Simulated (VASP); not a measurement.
SnO:

```
CELL_PARAMETERS angstrom
0.00000 2.73860 2.73860
2.73860 0.00000 2.73860
2.73860 2.73860 0.00000
ATOMIC_POSITIONS crystal
Sn 0.00000 0.00000 0.00000
O 0.25000 0.25000 0.25000
```

| Item | Value |
| --- | --- |
| Program | VASP 6.6.1 |
| Task | relaxation of cell and atoms |
| Functional | PBEsol |
| Potentials or basis | VASP PAW PBE potentials, release 64 (Sn_d, O) |
| Cutoff | 600 eV |
| k mesh | 8 × 8 × 8 |
| Occupations | fermi-dirac, width 0.02 eV |
| Spin | no spin polarisation |

At the start: pressure -3.1 GPa; volume 20.54 Å³/atom.

Q: Where does the relaxation end?

A: Over 3 steps the energy falls by 10.9 meV/atom and the volume is 19.42 Å³/atom (-5.5 %); space group F-43m (No. 216, to 0.05 Å).

Step by step:
```
step  energy change (eV)  largest force (eV/Å)  pressure (GPa)  volume (Å³)
   1              0.0000                0.0000           -3.10        41.08
   2             -0.0218                0.0000            0.11        38.76
   3             -0.0218                0.0000           -0.02        38.84
```

Final structure:
```xyz
2
Lattice="0.0000 2.6878 2.6878 2.6878 0.0000 2.6878 2.6878 2.6878 0.0000" Properties=species:S:1:pos:R:3 pbc="T T T"
Sn    0.0000    0.0000    0.0000
O     1.3439    1.3439    1.3439
```

Caveat: the PAW data sets were made with another functional, which shifts forces and pressure a little.
